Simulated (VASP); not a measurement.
# Au in VASP: further runs

Au is run at these levels: r2SCAN; tasks: single point.

Everything below comes from runs of VASP 6.6.1. Logs are shortened: lines on timing, memory, paths and dates and some standing lists are left out, and cuts for length are marked.

## 1. The cell of the first run

It takes space group Fm-3m (No. 225, cubic). The conventional cell has a = 4.296 Å, b = 4.296 Å, c = 4.296 Å, α = 90.00°, β = 90.00°, γ = 90.00°. Au (site symmetry m-3m) has 12 Au at 3.04 Å within 4.0 Å.

## 2. Single point, r2SCAN (strain +0.050 along x and y, +0.050 along z)

File POSCAR:

```
Au
1.0
    0.0000000000      2.1477750000      2.1477750000
    2.1477750000      0.0000000000      2.1477750000
    2.1477750000      2.1477750000      0.0000000000
Au
1
Direct
    0.0000000000      0.0000000000      0.0000000000
```

File INCAR.step1:

```
ALGO = Normal ; EDIFF = 1E-4
ENCUT = 520 ; GGA = PE
ISMEAR = 0 ; LASPH = T
LCHARG = F ; LREAL = F
LWAVE = T ; NBANDS = 12
NELM = 80 ; PREC = Accurate
SIGMA = 0.15
```

File INCAR.step2:

```
ALGO = Normal ; EDIFF = 1E-6
ENCUT = 520 ; ISIF = 2
ISMEAR = 0 ; ISTART = 1
LASPH = T ; LCHARG = F
LMIXTAU = T ; LREAL = F
LWAVE = F ; METAGGA = R2SCAN
NBANDS = 12 ; NELM = 80
PREC = Accurate ; SIGMA = 0.15
```

File KPOINTS:

```
k-points
0
Gamma
  20 20 20
```

Potentials or basis: VASP PAW PBE potentials, release 64 (Au).

Command:

```
$ cat potpaw_PBE.64/Au/POTCAR > POTCAR
$ cp INCAR.step1 INCAR
$ mpirun -np 1 vasp_std > vasp.out
$ cp INCAR.step2 INCAR
$ mpirun -np 1 vasp_std > vasp.out
```

OUTCAR:

```text
EDIFF = 1E-6
   ENCUT = 520
   ISIF = 2
   ISMEAR = 0
   ISTART = 1
   LASPH = T
   LREAL = F
   METAGGA = R2SCAN
   NELM = 80
   PREC = Accurate

 ion  position               nearest neighbor table
   1  0.000  0.000  0.000-

  LATTYP: Found a face centered cubic cell.
 ALAT       =     4.2955500000

  Lattice vectors:

 A1 = (   0.0000000000,   2.1477750000,   2.1477750000)
 A2 = (   2.1477750000,   0.0000000000,   2.1477750000)
 A3 = (   2.1477750000,   2.1477750000,   0.0000000000)

Analysis of symmetry for initial positions (statically):
=====================================================================
 Subroutine PRICEL returns:
 Original cell was already a primitive cell.

 Routine SETGRP: Setting up the symmetry group for a
 face centered cubic supercell.

 Subroutine GETGRP returns: Found 48 space group operations
 (whereof 48 operations were pure point group operations)
 out of a pool of 48 trial point group operations.

The static configuration has the point symmetry O_h .

Analysis of symmetry for dynamics (positions and initial velocities):
=====================================================================
 Subroutine PRICEL returns:
 Original cell was already a primitive cell.

 Routine SETGRP: Setting up the symmetry group for a
 face centered cubic supercell.

 Subroutine GETGRP returns: Found 48 space group operations
 (whereof 48 operations were pure point group operations)
 out of a pool of 48 trial point group operations.

The dynamic configuration has the point symmetry O_h .

 Subroutine INISYM returns: Found 48 space group operations
 (whereof 48 operations are pure point group operations),
 and found     1 'primitive' translations

----------------------------------------------------------------------------------------

                                     Primitive cell

  volume of cell :      19.8151

  direct lattice vectors                    reciprocal lattice vectors
     0.000000000  2.147775000  2.147775000    -0.232799059  0.232799059  0.232799059
     2.147775000  0.000000000  2.147775000     0.232799059 -0.232799059  0.232799059
     2.147775000  2.147775000  0.000000000     0.232799059  0.232799059 -0.232799059

  length of vectors
     3.037412534  3.037412534  3.037412534     0.403219799  0.403219799  0.403219799

  position of ions in fractional coordinates (direct lattice)
     0.000000000  0.000000000  0.000000000

  ion indices of the primitive-cell ions
   primitive index   ion index
[... 75 lines left out ...]
   EDIFFG = 0.1E-04   stopping-criterion for IOM
   NSW    =      0    number of steps for IOM
   IBRION =     -1    ionic relax: 0-MD 1-quasi-New 2-CG
   NFREE  =      0    steps in history (QN), initial steepest desc. (CG)
   ISIF   =      2    stress and relaxation
   ISYM   =      2    0-nonsym 1-usesym 2-fastsym
   POTIM  = 0.5000    time-step for ionic-motion
   TEBEG  =    0.0;   TEEND  =   0.0 temperature during run
   PSTRESS=    0.0 pullay stress
   NELECT =      11.0000    total number of electrons
   NUPDOWN=      -1.0000    fix difference up-down
   EMIN   =  10.00;   EMAX   =-10.00  energy-range for DOS
   EFERMI =   0.00;   METHOD = LEGACY
   ISMEAR =     0;   SIGMA  =   0.15  broadening in eV -4-tet -1-fermi 0-gaus
   EFERMI_NEDOS =   21; number of points for ismear=-14 and -15
   IALGO  =     38    algorithm
   IMIX   =      4    mixing-type and parameters
     AMIX     =   0.40;   BMIX     =  1.00
     AMIX_MAG =   1.60;   BMIX_MAG =  1.00
  volume/ion in A,a.u.               =      19.82       133.72
  Fermi-wavevector in a.u.,A,eV,Ry     =   1.345469  2.542567 24.630438  1.810286
  Thomas-Fermi vector in A             =   2.473379
   LORBIT       =      0    0 simple, 1 ext, 2 COOP (PROOUT), +10 PAW based schemes
   METAGGA = R2SCAN    functional components
   LHFCALC =     F    Hartree Fock is set to
   AEXX    =    0.0000 exact exchange contribution
   IVDW    =     0    specifies the selected vdW correction
   LEPSILON=     F    determine dielectric tensor
   LRPA    =     F    only Hartree local field effects (RPA)
 non-spin polarized calculation
 Gauss-broadening in eV      SIGMA  =   0.15
  energy-cutoff  :      520.00
  volume of cell :       19.82
 maximum number of plane-waves:       548
   NGX = 11   NGY = 11   NGZ = 11

 number of electron      11.0000001 magnetization

 Free energy of the ion-electron system (eV)
  ---------------------------------------------------
  ext. energy  EPLUGINS =         0.00000000
  ---------------------------------------------------
  free energy    TOTEN  =       -50.49430712 eV

  energy without entropy =      -50.49159716  energy(sigma->0) =      -50.49295214

 E-fermi :   7.0193     XC(G=0): -12.5794

 val. band max:        6.9974433607   @ k =   0.5000   0.3000   0.1000
 cond. band min:       7.0350242267   @ k =   0.5000   0.1500   0.0500
 fundamental gap:      0.0375808660
 Fermi energy:         7.0193264082

 k-point     1 :       0.0000    0.0000    0.0000
  band No.  band energies     occupation
      1      -1.5134      2.00000
      2       2.8260      2.00000
      3       2.8260      2.00000
      4       2.8260      2.00000
      5       3.9923      2.00000
      6       3.9923      2.00000
      7      22.4279      0.00000
      8      25.5674      0.00000
      9      25.5674      0.00000
     10      25.5674      0.00000
     11      30.3333      0.00000
     12      33.4175      0.00000
[... 331 lines left out ...]
 k-point    24 :      -0.3500    0.0500    0.0000
  band No.  band energies     occupation
      1       0.7566      2.00000
      2       2.8829      2.00000
      3       2.9288      2.00000
      4       4.0174      2.00000
      5       4.5270      2.00000
      6       5.0673      2.00000
      7      13.1676      0.00000
      8      22.2845      0.00000
      9      23.6174      0.00000
     10      25.0521      0.00000
     11      29.6817      0.00000
     12      30.2274      0.00000

 [... further k-points ...]
[... 5 lines left out ...]
  --------------------------------------------------------------------------------------
  -------------------------------------------------------------------------------------
  Total       -1.5975978     -1.5975978     -1.5975978      0.0000000     -0.0000000     -0.0000000
  in kB     -129.1759611   -129.1759611   -129.1759611      0.0000000     -0.0000000     -0.0000000
  external PRESSURE =    -129.1759611 kB  Pullay stress =       0.0000000 kB

 VOLUME and BASIS-vectors are now :
 -----------------------------------------------------------------------------
  energy-cutoff  :      520.00
  volume of cell :       19.82
      direct lattice vectors                 reciprocal lattice vectors
     0.000000000  2.147775000  2.147775000    -0.232799059  0.232799059  0.232799059
     2.147775000  0.000000000  2.147775000     0.232799059 -0.232799059  0.232799059
     2.147775000  2.147775000  0.000000000     0.232799059  0.232799059 -0.232799059

 POSITION                                       TOTAL-FORCE (eV/Angst)
 -----------------------------------------------------------------------------------
      0.00000      0.00000      0.00000        -0.000000      0.000000      0.000000
 -----------------------------------------------------------------------------------
    total drift:                               -0.000000      0.000000      0.000000

  FREE ENERGIE OF THE ION-ELECTRON SYSTEM (eV)
  ---------------------------------------------------
  free  energy   TOTEN  =       -50.4943071177 eV

  energy  without entropy=      -50.4915971590  energy(sigma->0) =      -50.49295214
```

OSZICAR.step1:

```text
N       E                     dE             d eps       ncg     rms          rms(c)
DAV:   1     0.473394801359E+02    0.47339E+02   -0.54613E+03  6456   0.798E+02
DAV:   2    -0.272321149233E+01   -0.50063E+02   -0.46703E+02  7152   0.177E+02
DAV:   3    -0.340113988868E+01   -0.67793E+00   -0.67714E+00  7432   0.200E+01
DAV:   4    -0.340361994206E+01   -0.24801E-02   -0.24799E-02  7320   0.141E+00
DAV:   5    -0.340364097443E+01   -0.21032E-04   -0.21033E-04  7472   0.126E-01    0.591E+00
DAV:   6    -0.316733275807E+01    0.23631E+00   -0.75223E-01  6684   0.672E+00    0.411E+00
DAV:   7    -0.315764524099E+01    0.96875E-02   -0.34247E-02  7444   0.147E+00    0.233E+00
DAV:   8    -0.315645661153E+01    0.11886E-02   -0.78715E-04  6744   0.236E-01    0.199E-01
DAV:   9    -0.315644609766E+01    0.10514E-04   -0.67672E-06  4272   0.213E-02
   1 F= -.31564461E+01 E0= -.31549815E+01  d E =-.292925E-02
```

It took 2.2 min on 1 thread of AMD EPYC 9R45 (Zen 5), shared host; peak memory 0.16 GiB.

Results:

- Free energy: -50.4943 eV
- Pressure: -12.9 GPa

Levels at points of the mesh, in eV from the Fermi level:
```
           k point  band 2  band 3  band 4  band 5  band 6  band 7  band 8  band 9  band 10  band 11
(0.00, 0.00, 0.00)   -4.19   -4.19   -4.19   -3.03   -3.03   15.41   18.55   18.55    18.55    23.31
(0.50, 0.00, 0.00)   -4.22   -4.22   -2.07   -2.07   -0.10    2.41   14.84   16.66    16.66    23.66
(0.50, 0.50, 0.00)   -5.82   -2.12   -1.81   -1.81    1.63    4.83   10.04   10.04    16.39    18.61
```

Caveat: the cell differs from its parent crystal (strain +0.050 along x and y, +0.050 along z); the PAW data sets were made with another functional, which shifts forces and pressure a little; spin-orbit coupling is left out, which moves the levels of the heavy elements.

## 3. Single point, r2SCAN (strain +0.000 along x and y, -0.025 along z)

File POSCAR:

```
Au
1.0
    0.0000000000      2.0455000000      1.9943625000
    2.0455000000      0.0000000000      1.9943625000
    2.0455000000      2.0455000000      0.0000000000
Au
1
Direct
    0.0000000000      0.0000000000      0.0000000000
```

File INCAR.step1:

```
SYSTEM = Au
PREC = Accurate
ENCUT = 520
ISMEAR = 0
SIGMA = 0.15
LREAL = .FALSE.
LASPH = .TRUE.
NELM = 100
NBANDS = 12
GGA = PE
ALGO = Normal
EDIFF = 1E-4
LWAVE = .TRUE.
LCHARG = .FALSE.
```

File INCAR.step2:

```
SYSTEM = Au
PREC = Accurate
ENCUT = 520
EDIFF = 1E-6
ISMEAR = 0
SIGMA = 0.15
LREAL = .FALSE.
LASPH = .TRUE.
NELM = 100
ALGO = Normal
ISIF = 2
LWAVE = .FALSE.
LCHARG = .FALSE.
METAGGA = R2SCAN
LMIXTAU = .TRUE.
NBANDS = 12
ISTART = 1
```

File KPOINTS:

```
Automatic mesh
0
G
  20 20 20
  0 0 0
```

Potentials or basis: VASP PAW PBE potentials, release 64 (Au).

Command:

```
$ cat potpaw_PBE.64/Au/POTCAR > POTCAR
$ cp INCAR.step1 INCAR
$ mpirun -np 1 vasp_std > vasp.out
$ cp INCAR.step2 INCAR
$ mpirun -np 1 vasp_std > vasp.out
```

It took 5.2 min on 1 thread of Intel Xeon Platinum 8259CL at 2.50GHz (Skylake/Cascade Lake), shared host; peak memory 0.26 GiB.

Results (log left out):

- Free energy: -50.5724 eV
- Pressure: 9.4 GPa

Stress tensor (GPa, compression positive):
```
9.08 0.00 0.00
0.00 9.08 0.00
0.00 0.00 9.92
```

Levels at points of the mesh, in eV from the Fermi level:
| k point | band 2 | band 3 | band 4 | band 5 | band 6 | band 7 | band 8 | band 9 | band 10 | band 11 |
| --- | --- | --- | --- | --- | --- | --- | --- | --- | --- | --- |
| (0.00, 0.00, 0.00) | -5.15 | -5.15 | -4.92 | -3.61 | -3.36 | 15.29 | 19.36 | 19.36 | 19.82 | 24.88 |
| (0.50, 0.00, 0.00) | -5.24 | -5.01 | -2.25 | -2.13 | -0.91 | 3.29 | 14.75 | 17.80 | 18.42 | 25.99 |
| (0.50, 0.50, 0.00) | -7.26 | -2.25 | -1.82 | -1.82 | 1.42 | 6.61 | 10.27 | 10.27 | 18.03 | 20.60 |
| (0.50, 0.00, 0.50) | -7.27 | -2.25 | -1.94 | -1.75 | 0.96 | 5.98 | 10.72 | 10.78 | 18.46 | 21.02 |

Caveat: the cell differs from its parent crystal (strain +0.000 along x and y, -0.025 along z); the PAW data sets were made with another functional, which shifts forces and pressure a little; spin-orbit coupling is left out, which moves the levels of the heavy elements.

## 4. Single point, r2SCAN (strain -0.025 along x and y, +0.025 along z)

File POSCAR:

```
Au
1.0
    0.0000000000      1.9943625000      2.0966375000
    1.9943625000      0.0000000000      2.0966375000
    1.9943625000      1.9943625000      0.0000000000
Au
1
Direct
    0.0000000000      0.0000000000      0.0000000000
```

File INCAR.step1:

```
PREC = Accurate
ENCUT = 520
ISMEAR = 0
SIGMA = 0.15
LREAL = F
LASPH = T
NELM = 60
NBANDS = 12
GGA = PE
ALGO = Normal
EDIFF = 1E-4
LWAVE = T
LCHARG = F
```

File INCAR.step2:

```
PREC = Accurate
ENCUT = 520
EDIFF = 1E-6
ISMEAR = 0
SIGMA = 0.15
LREAL = F
LASPH = T
NELM = 60
ALGO = Normal
ISIF = 2
LWAVE = F
LCHARG = F
METAGGA = R2SCAN
LMIXTAU = T
NBANDS = 12
ISTART = 1
```

File KPOINTS:

```
Automatic mesh
0
Gamma
  20 20 20
```

Command:

```
$ cat potpaw_PBE.64/Au/POTCAR > POTCAR
$ cp INCAR.step1 INCAR
$ mpirun -np 1 vasp_std > vasp.out
$ cp INCAR.step2 INCAR
$ mpirun -np 1 vasp_std > vasp.out
```

Run time: 4.6 min. Hardware: 1 thread of Intel Xeon Platinum 8259CL at 2.50GHz (Skylake/Cascade Lake), shared host; peak memory 0.25 GiB.

The run converged. Its results:

- Free energy: -50.5691 eV
- Pressure: 9.6 GPa

Stress tensor (GPa, compression positive):
```
10.26  0.00  0.00
 0.00 10.26  0.00
 0.00  0.00  8.17
```

Levels at points of the mesh, in eV from the Fermi level:
| k point | band 4 | band 5 | band 6 | band 7 | band 8 | band 9 |
| --- | --- | --- | --- | --- | --- | --- |
| (0.00, 0.00, 0.00) | -4.94 | -3.79 | -3.26 | 15.29 | 18.90 | 19.78 |
| (0.50, 0.00, 0.00) | -2.33 | -2.12 | -0.94 | 3.28 | 14.60 | 17.66 |
| (0.50, 0.50, 0.00) | -1.90 | -1.90 | 0.51 | 5.34 | 11.19 | 11.19 |
| (0.50, 0.00, 0.50) | -2.06 | -1.65 | 1.39 | 6.59 | 10.23 | 10.31 |

Caveat: the cell differs from its parent crystal (strain -0.025 along x and y, +0.025 along z); the PAW data sets were made with another functional, which shifts forces and pressure a little; spin-orbit coupling is left out, which moves the levels of the heavy elements.

## 5. Summary

```tsv
cell	gap on the mesh (eV)	pressure (GPa)
a = 3.037 Å, angles 60.0°, 1 atom	none	-12.9
a = 2.857, b = 2.857, c = 2.893 Å, angles 59.6, 59.6, 60.8°, 1 atom	none	9.4
a = 2.894, b = 2.894, c = 2.820 Å, angles 60.8, 60.8, 58.3°, 1 atom	none	9.6
```

Alike in all rows: task single point; level r2SCAN; potentials or basis VASP PAW PBE potentials, release 64 (Au); no spin polarisation; k mesh 20 × 20 × 20; cutoff (eV) 520; smearing gaussian 0.15 eV.

Caveats: the PAW data sets were made with another functional, which shifts forces and pressure a little; spin-orbit coupling is left out, which moves the levels of the heavy elements.

Absolute energies hang on the potentials; compare differences alone.
